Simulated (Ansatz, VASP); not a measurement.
**Ru2C3: VASP beside Ansatz**

```
Ru C
1.0
     3.21392    0.00000    0.00000
    -1.60696    2.78334    0.00000
     0.00000    0.00000    5.41707
Ru C
2 3
Direct
  0.33333 0.66667 0.22698
  0.66667 0.33333 0.77302
  0.00000 0.00000 0.00000
  0.33333 0.66667 0.59429
  0.66667 0.33333 0.40571
```

Alike in both runs: functional PBE; k mesh 6 × 6 × 4; occupations gaussian, width 0.1 eV; no spin polarisation.

Ansatz relaxed the structure, and its values are those at the end. VASP's run is a single point on that final structure, the one shown.

```csv
,VASP,Ansatz
version,VASP 6.6.1,Ansatz 0.2.0
potentials or method,"VASP PAW PBE potentials, release 64 (Ru_sv, C), cutoff 700 eV","scalar-relativistic, plane waves, PAW"
valence electrons in the cell,44,44
```

```csv
,VASP,Ansatz,Ansatz less VASP
gap on the k mesh at the Fermi level (eV),none,none,-
pressure (GPa),-0.4,0.0,+0.40
rms of the force components (eV/Å),0.004,0.001,-0.0031
```

A gap of «none» marks a metal or a gap that the smearing closes.

The k mesh is coarse, so the values compare programs but aren't converged.
